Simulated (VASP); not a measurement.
Wanted: the native input for a VASP 6.6.1 run.

| Quantity | Value |
| --- | --- |
| Task | single point |
| Functional | PBE exchange alone |
| Potentials or basis | VASP PAW PBE potentials, release 64 (Pd) |
| Cutoff | 520 eV |
| k mesh | 12 × 12 × 12 |
| Occupations | fermi-dirac, width 0.05 eV |
| Spin | no spin polarisation |
| Dipole correction | no |
| Further INCAR settings | ALGO = Normal; EDIFF = 1e-07; NBANDS = 11 |

The structure of Pd lies in POSCAR:

```
Pd
1.0
    0.0000000000      1.9465000000      1.9465000000
    1.9465000000      0.0000000000      1.9465000000
    1.9465000000      1.9465000000      0.0000000000
Pd
1
Direct
    0.0000000000      0.0000000000      0.0000000000
```

One way to write it, as run:

INCAR

```
AGGAC = 0.0
ALDAC = 0.0
ALGO = Normal
EDIFF = 1E-7
ENCUT = 520
GGA = PE
ISIF = 2
ISMEAR = -1
LASPH = T
LCHARG = F
LREAL = F
LWAVE = F
NBANDS = 11
NELM = 100
PREC = Accurate
SIGMA = 0.05
```

KPOINTS

```
k-points
0
Gamma
  12 12 12
```

Potentials or basis: VASP PAW PBE potentials, release 64 (Pd).

Run with:

```bash
$ cat potpaw_PBE.64/Pd/POTCAR > POTCAR
$ mpirun -np 1 vasp_std > vasp.out
```

It gave:

* Pressure: 32.9 GPa
* Band gap on the k mesh: zero (bands 5 and 6 overlap by 1.61 eV)

Caveat: the cell stands under pressure.

Run time: 8.9 s on 1 thread of Intel Xeon 8259CL, with other jobs on the host, peak memory 0.13 GiB.
